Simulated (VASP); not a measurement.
# Ta4Mo (I4/mmm) in VASP: a series of runs

Ta4Mo is run at these levels: PBE; tasks: single point.

All numbers are computed with VASP 6.6.1; they aren't measurements. Logs are shortened: lines on timing, memory, paths and dates and some standing lists are left out, and cuts for length are marked.

## (1) The cell of the first run

Symmetry: I4/mmm, No. 139, tetragonal system. The conventional cell has a = 4.996 Å, b = 4.996 Å, c = 8.051 Å, α = 90.00°, β = 90.00°, γ = 90.00°. Within 3.3 Å of Ta (site symmetry 4mm) lie 1 Mo at 2.54 Å and 5 Ta at 2.91 to 2.98 Å. Within 3.3 Å of Ta (site symmetry mmm) lie 2 Mo at 2.50 Å and 4 Ta at 2.91 Å. Within 3.3 Å of Mo (site symmetry 4/mmm) lie 6 Ta at 2.50 to 2.54 Å.

The cell was generated, and may not be a known phase.

## (2) Single point, PBE

INCAR

```
SYSTEM = Ta4Mo
  PREC = Accurate
  ENCUT = 520
  EDIFF = 1E-6
  ISMEAR = 0
  SIGMA = 0.1
  LREAL = .False.
  LASPH = .True.
  NELM = 60
  ALGO = Fast
  ISIF = 2
  LWAVE = .False.
  LCHARG = .False.
  GGA = PE
  NBANDS = 37
```

KPOINTS

```
Automatic mesh
0
Gamma
  6 6 6
  0 0 0
```

POSCAR

```
Ta4Mo
1.0
   -2.4980059380      2.4980059380      4.0255821613
    2.4980059380     -2.4980059380      4.0255821613
    2.4980059380      2.4980059380     -4.0255821613
Ta Mo
4 1
Direct
    0.3150503827      0.3150503827      0.0000000000
    0.6849496173      0.6849496173      0.0000000000
    0.5000000000      0.0000000000      0.5000000000
    0.0000000000      0.5000000000      0.5000000000
    0.0000000000      0.0000000000      0.0000000000
```

Potentials or basis: VASP PAW PBE potentials, release 64 (Ta_pv, Mo_sv).

Launch:

```bash
$ cat potpaw_PBE.64/Ta_pv/POTCAR potpaw_PBE.64/Mo_sv/POTCAR > POTCAR
$ mpirun -np 1 vasp_std > vasp.out
```

OUTCAR:

```text
SYSTEM = Ta4Mo
   PREC = Accurate
   ENCUT = 520
   EDIFF = 1E-6
   ISMEAR = 0
   LREAL = .False.
   LASPH = .True.
   NELM = 60
   ISIF = 2
   GGA = PE

 ion  position               nearest neighbor table
   1  0.315  0.315  0.000-   5 2.54   3 2.91   4 2.91   3 2.91   4 2.91   2 2.98   4 3.56   3 3.56
                             4 3.56   3 3.56
   2  0.685  0.685  0.000-   5 2.54   4 2.91   3 2.91   3 2.91   4 2.91   1 2.98   3 3.56   4 3.56
                             3 3.56   4 3.56
   3  0.500  0.000  0.500-   5 2.50   5 2.50   2 2.91   2 2.91   1 2.91   1 2.91   4 3.53   4 3.53
                             4 3.53   4 3.53   2 3.56   1 3.56   1 3.56   2 3.56
   4  0.000  0.500  0.500-   5 2.50   5 2.50   2 2.91   2 2.91   1 2.91   1 2.91   3 3.53   3 3.53
                             3 3.53   3 3.53   2 3.56   1 3.56   1 3.56   2 3.56
   5  0.000  0.000  0.000-   3 2.50   4 2.50   4 2.50   3 2.50   1 2.54   2 2.54

  LATTYP: Found a body centered tetragonal cell.
 ALAT       =     4.9960118760
 C/A-ratio  =     1.6115182514

  Lattice vectors:

 A1 = (  -2.4980059380,   2.4980059380,   4.0255821613)
 A2 = (   2.4980059380,  -2.4980059380,   4.0255821613)
 A3 = (   2.4980059380,   2.4980059380,  -4.0255821613)

Analysis of symmetry for initial positions (statically):
=====================================================================
 Subroutine PRICEL returns:
 Original cell was already a primitive cell.

 Routine SETGRP: Setting up the symmetry group for a
 body centered tetragonal supercell.

 Subroutine GETGRP returns: Found 16 space group operations
 (whereof 16 operations were pure point group operations)
 out of a pool of 16 trial point group operations.

The static configuration has the point symmetry D_4h.

Analysis of symmetry for dynamics (positions and initial velocities):
=====================================================================
 Subroutine PRICEL returns:
 Original cell was already a primitive cell.

 Routine SETGRP: Setting up the symmetry group for a
 body centered tetragonal supercell.

 Subroutine GETGRP returns: Found 16 space group operations
 (whereof 16 operations were pure point group operations)
 out of a pool of 16 trial point group operations.

The dynamic configuration has the point symmetry D_4h.

 Subroutine INISYM returns: Found 16 space group operations
 (whereof 16 operations are pure point group operations),
 and found     1 'primitive' translations

----------------------------------------------------------------------------------------

                                     Primitive cell

  volume of cell :     100.4791

  direct lattice vectors                    reciprocal lattice vectors
    -2.498005938  2.498005938  4.025582161     0.000000000  0.200159652  0.124205638
     2.498005938 -2.498005938  4.025582161     0.200159652  0.000000000  0.124205638
     2.498005938  2.498005938 -4.025582161     0.200159652  0.200159652  0.000000000

  length of vectors
     5.355873325  5.355873325  5.355873325     0.235565122  0.235565122  0.283068495

  position of ions in fractional coordinates (direct lattice)
     0.315050383  0.315050383  0.000000000
     0.684949617  0.684949617  0.000000000
     0.500000000  0.000000000  0.500000000
     0.000000000  0.500000000  0.500000000
     0.000000000  0.000000000  0.000000000

  ion indices of the primitive-cell ions
   primitive index   ion index
                 1           1
                 2           2
                 3           3
                 4           4
                 5           5

----------------------------------------------------------------------------------------

 KPOINTS: Automatic mesh

Automatic generation of k-mesh.
 Grid dimensions read from file:
 generate k-points for:    6    6    6

 Generating k-lattice:

  Cartesian coordinates                     Fractional coordinates (reciprocal lattice)
     0.000000000  0.033359942  0.020700940     0.166666667  0.000000000  0.000000000
     0.033359942  0.000000000  0.020700940     0.000000000  0.166666667  0.000000000
     0.033359942  0.033359942  0.000000000     0.000000000  0.000000000  0.166666667

  Length of vectors
     0.039260854  0.039260854  0.047178082

  Shift w.r.t. Gamma in fractional coordinates (k-lattice)
     0.000000000  0.000000000  0.000000000

 Subroutine IBZKPT returns following result:
 ===========================================

 Found     30 irreducible k-points:

 Following reciprocal coordinates:
            Coordinates               Weight
  0.000000  0.000000  0.000000      1.000000
  0.166667  0.000000 -0.000000      8.000000
  0.333333  0.000000 -0.000000      8.000000
  0.500000  0.000000  0.000000      4.000000
  0.166667  0.166667 -0.000000      8.000000
  0.333333  0.166667 -0.000000     16.000000
[... 16 lines left out ...]
 -0.333333 -0.333333  0.166667      8.000000
 -0.166667 -0.333333  0.166667      8.000000
 [... further k-points ...]
   k-points           NKPTS =     30   k-points in BZ     NKDIM =     30   number of bands    NBANDS=     37
   number of dos      NEDOS =    301   number of ions     NIONS =      5
   total plane-waves  NPLWV =  64000
   dimension x,y,z NGX =    40 NGY =   40 NGZ =   40
   dimension x,y,z NGXF=    80 NGYF=   80 NGZF=   80
   ions per type =               4   1
   NGX,Y,Z   is equivalent  to a cutoff of  12.42, 12.42, 12.42 a.u.
   NGXF,Y,Z  is equivalent  to a cutoff of  24.83, 24.83, 24.83 a.u.
 SYSTEM =  Ta4Mo
   PREC   = accura    normal or accurate (medium, high low for compatibility)
   ISTART =      0    job   : 0-new  1-cont  2-samecut
   ICHARG =      2    charge: 1-file 2-atom 10-const
   ISPIN  =      1    spin polarized calculation?
   LNONCOLLINEAR =      F non collinear calculations
   LSORBIT =      F    spin-orbit coupling
   LASPH  =      T    aspherical Exc in radial PAW
   ENCUT  =  520.0 eV  38.22 Ry    6.18 a.u.   9.96  9.96  9.96*2*pi/ulx,y,z
   NELM   =     60;   NELMIN=  2; NELMDL= -5     # of ELM steps
   EDIFF  = 0.1E-05   stopping-criterion for ELM
   LREAL  =      F    real-space projection
   EDIFFG = 0.1E-04   stopping-criterion for IOM
   NSW    =      0    number of steps for IOM
   IBRION =     -1    ionic relax: 0-MD 1-quasi-New 2-CG
   NFREE  =      0    steps in history (QN), initial steepest desc. (CG)
   ISIF   =      2    stress and relaxation
   ISYM   =      2    0-nonsym 1-usesym 2-fastsym
   POTIM  = 0.5000    time-step for ionic-motion
   TEBEG  =    0.0;   TEEND  =   0.0 temperature during run
   PSTRESS=    0.0 pullay stress
   NELECT =      58.0000    total number of electrons
   NUPDOWN=      -1.0000    fix difference up-down
   EMIN   =  10.00;   EMAX   =-10.00  energy-range for DOS
   EFERMI =   0.00;   METHOD = LEGACY
   ISMEAR =     0;   SIGMA  =   0.10  broadening in eV -4-tet -1-fermi 0-gaus
   EFERMI_NEDOS =   21; number of points for ismear=-14 and -15
   IALGO  =     68    algorithm
   IMIX   =      4    mixing-type and parameters
     AMIX     =   0.40;   BMIX     =  1.00
     AMIX_MAG =   1.60;   BMIX_MAG =  1.00
  volume/ion in A,a.u.               =      20.10       135.61
  Fermi-wavevector in a.u.,A,eV,Ry     =   1.363093  2.575873 25.279947  1.858024
  Thomas-Fermi vector in A             =   2.489526
   LORBIT       =      0    0 simple, 1 ext, 2 COOP (PROOUT), +10 PAW based schemes
   GGA     = PE    functional components
   LHFCALC =     F    Hartree Fock is set to
   AEXX    =    0.0000 exact exchange contribution
   IVDW    =     0    specifies the selected vdW correction
   LEPSILON=     F    determine dielectric tensor
   LRPA    =     F    only Hartree local field effects (RPA)
 non-spin polarized calculation
 RMM-DIIS sequential band-by-band and
 Gauss-broadening in eV      SIGMA  =   0.10
  energy-cutoff  :      520.00
  volume of cell :      100.48
 maximum number of plane-waves:      2727
   NGX = 19   NGY = 19   NGZ = 19

 number of electron      58.0000005 magnetization

 Free energy of the ion-electron system (eV)
  ---------------------------------------------------
  ext. energy  EPLUGINS =         0.00000000
  ---------------------------------------------------
  free energy    TOTEN  =       -53.63619247 eV

  energy without entropy =      -53.60767417  energy(sigma->0) =      -53.62193332

 E-fermi :   5.7745     XC(G=0): -11.9176

 val. band max:        5.7613994807   @ k =   0.1667   0.1667  -0.0000
 cond. band min:       5.7990976443   @ k =  -0.1667   0.5000   0.1667
 fundamental gap:      0.0376981636
 Fermi energy:         5.7744744669

 k-point     1 :       0.0000    0.0000    0.0000
  band No.  band energies     occupation
      1     -54.5131      2.00000
      2     -29.7360      2.00000
      3     -29.7360      2.00000
      4     -29.3823      2.00000
      5     -28.8765      2.00000
      6     -28.8765      2.00000
[... 29 lines left out ...]
     36       9.2397      0.00000
     37       9.5886      0.00000

 k-point     2 :       0.1667    0.0000   -0.0000
  band No.  band energies     occupation
      1     -54.5137      2.00000
      2     -29.7349      2.00000
      3     -29.6082      2.00000
      4     -29.4053      2.00000
      5     -28.8829      2.00000
      6     -28.8734      2.00000
[... 29 lines left out ...]
     36       8.8991      0.00000
     37       9.1684      0.00000

 k-point     3 :       0.3333    0.0000   -0.0000
  band No.  band energies     occupation
      1     -54.5150      2.00000
      2     -29.7327      2.00000
      3     -29.4539      2.00000
      4     -29.2573      2.00000
      5     -28.8946      2.00000
      6     -28.7991      2.00000
[... 29 lines left out ...]
     36       8.1691      0.00000
     37       8.8544      0.00000
[... 761 lines left out ...]
 k-point    23 :      -0.3333   -0.3333    0.1667
  band No.  band energies     occupation
      1     -54.5144      2.00000
      2     -29.6222      2.00000
      3     -29.6179      2.00000
      4     -29.4375      2.00000
      5     -28.8587      2.00000
      6     -28.8567      2.00000
[... 29 lines left out ...]
     36       8.7072      0.00000
     37       8.8347      0.00000

 k-point    24 :      -0.1667   -0.3333    0.1667
  band No.  band energies     occupation
      1     -54.5137      2.00000
      2     -29.7434      2.00000
      3     -29.6189      2.00000
      4     -29.4665      2.00000
      5     -28.8912      2.00000
      6     -28.8545      2.00000
[... 29 lines left out ...]
     36       8.6575      0.00000
     37       9.0428      0.00000

 [... further k-points ...]

------------------------ aborting loop because EDIFF is reached ----------------------------------------

  FORCE on cell =-STRESS in cart. coord.  units (eV):
  Direction    XX          YY          ZZ          XY          YZ          ZX
  --------------------------------------------------------------------------------------
  -------------------------------------------------------------------------------------
  Total        0.1658559      0.1658559      0.1524923      0.0000000      0.0000000     -0.0000000
  in kB        2.6446362      2.6446362      2.4315476      0.0000000      0.0000000     -0.0000000
  external PRESSURE =       2.5736067 kB  Pullay stress =       0.0000000 kB

 VOLUME and BASIS-vectors are now :
 -----------------------------------------------------------------------------
  energy-cutoff  :      520.00
  volume of cell :      100.48
      direct lattice vectors                 reciprocal lattice vectors
    -2.498005938  2.498005938  4.025582161     0.000000000  0.200159652  0.124205638
     2.498005938 -2.498005938  4.025582161     0.200159652  0.000000000  0.124205638
     2.498005938  2.498005938 -4.025582161     0.200159652  0.200159652  0.000000000

 POSITION                                       TOTAL-FORCE (eV/Angst)
 -----------------------------------------------------------------------------------
      0.00000      0.00000      2.53652        -0.000000     -0.000000      0.016815
      0.00000      0.00000      5.51464         0.000000      0.000000     -0.016815
      0.00000      2.49801      0.00000         0.000000      0.000000      0.000000
      2.49801      0.00000      0.00000         0.000000      0.000000      0.000000
      0.00000      0.00000      0.00000         0.000000      0.000000      0.000000
 -----------------------------------------------------------------------------------
    total drift:                                0.000000      0.000000     -0.000000

  FREE ENERGIE OF THE ION-ELECTRON SYSTEM (eV)
  ---------------------------------------------------
  free  energy   TOTEN  =       -53.6361924656 eV

  energy  without entropy=      -53.6076741719  energy(sigma->0) =      -53.62193332
```

It took 4.2 min on 1 thread of Intel Xeon 8259CL, shared host; peak memory 0.29 GiB.

Results:

```
Free energy            : -53.6362 eV
Pressure               : 0.3 GPa
Largest force          : 0.017 eV/Å
Band gap on the k mesh : zero (bands 29 and 30 overlap by 0.63 eV)
```

Forces on the atoms (eV/Å):
```
Ta   0.000  0.000  0.017
Ta   0.000  0.000 -0.017
Ta   0.000  0.000  0.000
Ta   0.000  0.000  0.000
Mo   0.000  0.000  0.000
```

Caveat: spin-orbit coupling is left out, which moves the levels of the heavy elements.

## (3) Single point, PBE

This run uses another cell than the first one, of 14.86 Å³/atom.

INCAR

```
PREC = Accurate ; ENCUT = 520
EDIFF = 1E-7 ; ISMEAR = 0
SIGMA = 0.1 ; LREAL = F
LASPH = T ; NELM = 80
ALGO = Normal ; ISIF = 2
LWAVE = F ; LCHARG = T
GGA = PE ; LELF = T
LVHAR = T ; NBANDS = 37
```

KPOINTS

```
regular mesh
0
Gamma
  6 6 6
```

POSCAR

```
Ta4Mo
1.0
   -2.1171158800      2.1171158800      4.1453648800
    2.1171158800     -2.1171158800      4.1453648800
    2.1171158800      2.1171158800     -4.1453648800
Ta Mo
4 1
Direct
    0.2370000000      0.2370000000      0.0000000000
    0.7630000000      0.7630000000      0.0000000000
    0.5000000000      0.0000000000      0.5000000000
    0.0000000000      0.5000000000      0.5000000000
    0.0000000000      0.0000000000      0.0000000000
```

Potentials or basis: VASP PAW PBE potentials, release 64 (Ta_pv, Mo_sv).

Launch:

```bash
$ cat potpaw_PBE.64/Ta_pv/POTCAR potpaw_PBE.64/Mo_sv/POTCAR > POTCAR
$ mpirun -np 1 vasp_std > vasp.out
```

It took 3.9 min on 1 thread of Intel Xeon 8259CL, shared host; peak memory 0.27 GiB.

It converged, with:

```yaml
Free_energy: -38.6370 eV
Pressure: 129.6 GPa
Largest_force: 18.811 eV/Å
Band_gap_on_the_k_mesh: zero (bands 29 and 30 overlap by 1.12 eV)
```

Forces in eV/Å, atoms in the order of the input:
```
Ta    0.000   0.000  18.811
Ta    0.000   0.000 -18.811
Ta    0.000   0.000   0.000
Ta    0.000   0.000   0.000
Mo    0.000   0.000   0.000
```

Stress tensor (GPa, compression positive):
```
113.26   0.00   0.00
  0.00 113.26   0.00
  0.00   0.00 162.30
```

Levels at points of the mesh, in eV from the Fermi level:
```tsv
k point	band 26	band 27	band 28	band 29	band 30	band 31	band 32	band 33
(0.00, 0.00, 0.00)	-1.76	-1.07	-0.89	-0.89	-0.01	1.13	1.34	4.71
(0.50, 0.00, 0.00)	-2.23	-1.77	-1.13	-0.55	0.37	0.40	1.67	2.57
(0.50, 0.50, 0.00)	-1.54	-1.18	-0.76	-0.03	0.40	0.77	1.27	2.00
(0.50, 0.50, 0.50)	-1.74	0.49	0.49	0.74	1.39	1.39	2.12	2.54
```

Caveat: atoms lie so close that the PAW spheres overlap strongly, which falsifies energies and pressures; the stress differs along the axes, from 113 to 162 GPa; spin-orbit coupling is left out, which moves the levels of the heavy elements; forces of over 1 eV/Å act on the atoms, so gaps and moduli don't describe the material at rest.

## (4) Single point, PBE

INCAR

```
SYSTEM = Ta4Mo
ALGO = Fast ; EDIFF = 1E-6
ENCUT = 520 ; GGA = PE
ISIF = 2 ; ISMEAR = 0
LASPH = .TRUE. ; LCHARG = .FALSE.
LREAL = .FALSE. ; LWAVE = .FALSE.
NBANDS = 37 ; NELM = 80
PREC = Accurate ; SIGMA = 0.1
```

KPOINTS

```
k-points
0
G
  10 10 10
  0 0 0
```

POSCAR

```
Ta4Mo
1.0
   -2.4988014658      2.4988014658      4.0255505073
    2.4988014658     -2.4988014658      4.0255505073
    2.4988014658      2.4988014658     -4.0255505073
Ta Mo
4 1
Direct
    0.3154574942      0.3154574942      0.0000000000
    0.6845425058      0.6845425058      0.0000000000
    0.5000000000      0.0000000000      0.5000000000
    0.0000000000      0.5000000000      0.5000000000
    0.0000000000      0.0000000000      0.0000000000
```

Launch:

```bash
$ cat potpaw_PBE.64/Ta_pv/POTCAR potpaw_PBE.64/Mo_sv/POTCAR > POTCAR
$ mpirun -np 1 vasp_std > vasp.out
```

Run time: 15 min. Hardware: 1 thread of Intel Xeon 8259CL, shared host; peak memory 0.46 GiB.

The run converged. Its results:

```
Free energy            : -53.6342 eV
Pressure               : 0.3 GPa
Largest force          : 0.025 eV/Å
Band gap on the k mesh : zero (bands 29 and 30 overlap by 0.72 eV)
```

Forces in eV/Å, atoms in the order of the input:
```
Ta   0.000  0.000  0.025
Ta   0.000  0.000 -0.025
Ta   0.000  0.000  0.000
Ta   0.000  0.000  0.000
Mo   0.000  0.000  0.000
```

Levels at points of the mesh, in eV from the Fermi level:
```tsv
k point	band 25	band 26	band 27	band 28	band 29	band 30	band 31	band 32	band 33	band 34
(0.00, 0.00, 0.00)	-1.33	-1.19	-0.72	-0.26	0.05	0.05	0.95	1.07	2.62	2.72
(0.50, 0.00, 0.00)	-1.74	-1.11	-0.92	-0.31	-0.12	0.37	0.64	1.24	1.40	1.60
(0.50, 0.50, 0.00)	-1.26	-1.20	-0.91	-0.23	0.26	0.65	0.96	1.21	1.48	1.65
(0.50, 0.50, 0.50)	-1.93	-0.40	-0.26	-0.26	0.49	0.49	0.60	0.60	1.80	1.96
```

Caveat: spin-orbit coupling is left out, which moves the levels of the heavy elements.

## (5) The runs side by side

```csv
cell,k mesh,gap on the mesh (eV),pressure (GPa),largest force (eV/Å)
"a = 5.356 Å, angles 124.4, 124.4, 82.5°, 5 atoms, atomic positions A",6 × 6 × 6,none,0.3,0.02
"a = 5.114 Å, angles 131.1, 131.1, 71.7°, 5 atoms, atomic positions B",6 × 6 × 6,none,129.6,18.81
"a = 5.357 Å, angles 124.4, 124.4, 82.6°, 5 atoms, atomic positions C",10 × 10 × 10,none,0.3,0.02
```

Alike in all rows: task single point; level PBE; potentials or basis VASP PAW PBE potentials, release 64 (Ta_pv, Mo_sv); no spin polarisation; cutoff (eV) 520; smearing gaussian 0.1 eV.

Caveats: spin-orbit coupling is left out, which moves the levels of the heavy elements; atoms lie so close that the PAW spheres overlap strongly, which falsifies energies and pressures (at least some runs); the stress differs along the axes, from 113 to 162 GPa (at least some runs); forces of over 1 eV/Å act on the atoms, so gaps and moduli don't describe the material at rest (at least some runs).

Total energies depend on the potentials used, so only differences within one code and one set of settings carry meaning.

The gap in the log of VASP goes by the Fermi energy; the results here count the filled bands.